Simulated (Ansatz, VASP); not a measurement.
**Two plane-wave programs on InSe**

The input INCAR:

```
SYSTEM = InSe
PREC = Accurate ; ENCUT = 520
EDIFF = 1E-6 ; ISMEAR = 0
SIGMA = 0.03 ; LREAL = .False.
LASPH = .True. ; NELM = 60
ALGO = Normal ; ISIF = 2
LWAVE = .False. ; LCHARG = .True.
GGA = PE ; IVDW = 12
LELF = .True. ; LVHAR = .True.
NBANDS = 48
```

The input KPOINTS:

```
Automatic mesh
0
Gamma
  9 9 2
  0 0 0
```

Contents of POSCAR:

```
InSe
1.0
   -4.0317714892      0.0000000000      0.0000000000
   -2.0158857446     -3.4916165319      0.0000000000
   -3.5275984645     -2.0366599231     16.7623717322
In Se
4 4
Direct
    0.2361216081      0.2361216081      0.1666581952
    0.2778049414      0.2778049414      0.6666581952
    0.1388950586      0.1388950586      0.3333418048
    0.1805783919      0.1805783919      0.8333418048
   -0.0107384997     -0.0107384997      0.5898711349
    0.6142448337      0.6142448337      0.0898711349
   -0.1975448337     -0.1975448337      0.9101288651
    0.4274384997      0.4274384997      0.4101288651
```

Input for Ansatz:

```yaml
crystal:
  lattice:
    - [-4.0317714892, 0.0, 0.0]
    - [-2.0158857446, -3.4916165319, 0.0]
    - [-3.5275984645, -2.0366599231, 16.7623717322]
  atoms:
    - { symbol: In, position: [0.2361216081, 0.2361216081, 0.1666581952] }
    - { symbol: In, position: [0.2778049414, 0.2778049414, 0.6666581952] }
    - { symbol: In, position: [0.1388950586, 0.1388950586, 0.3333418048] }
    - { symbol: In, position: [0.1805783919, 0.1805783919, 0.8333418048] }
    - { symbol: Se, position: [-0.0107384997, -0.0107384997, 0.5898711349] }
    - { symbol: Se, position: [0.6142448337, 0.6142448337, 0.0898711349] }
    - { symbol: Se, position: [-0.1975448337, -0.1975448337, 0.9101288651] }
    - { symbol: Se, position: [0.4274384997, 0.4274384997, 0.4101288651] }
basis:
  ecutwfc: 420
kpoints:
  mp_grid: { grid: [9, 9, 2] }
hamiltonian:
  xc: pbe
  dispersion: d3bj
scf:
  occupations: { method: gaussian, width: 0.03 }
output:
  forces: true
  stress: true
  eigenvalues: true
```

Alike in both runs: task single point; functional PBE; dispersion D3(BJ); k mesh 9 × 9 × 2; occupations gaussian, width 0.03 eV; no spin polarisation.

```csv
,VASP,Ansatz
version,VASP 6.6.1,Ansatz 0.2.0
potentials or method,"VASP PAW PBE potentials, release 64 (In_d, Se), cutoff 520 eV","scalar-relativistic, plane waves, PAW"
valence electrons in the cell,76,116
```

|  | VASP | Ansatz | Ansatz less VASP |
| --- | --- | --- | --- |
| gap on the k mesh at the Fermi level (eV) | 0.07 | 0.08 | +0.013 |
| least direct gap on the mesh (eV) | 0.07 | 0.08 | +0.013 |
| pressure (GPa) | 0.6 | 0.6 | -0.04 |
| traceless stress, the component that is largest in VASP (GPa) | 1.06 | 1.06 | +0.003 |
| rms of the force components (eV/Å) | 0.148 | 0.151 | +0.0026 |

Atom by atom the forces differ by 0.009 eV/Å (rms over components). VASP's potentials hold 76 valence electrons a cell and Ansatz's 116, so a difference there can come from the potentials and not from the codes.
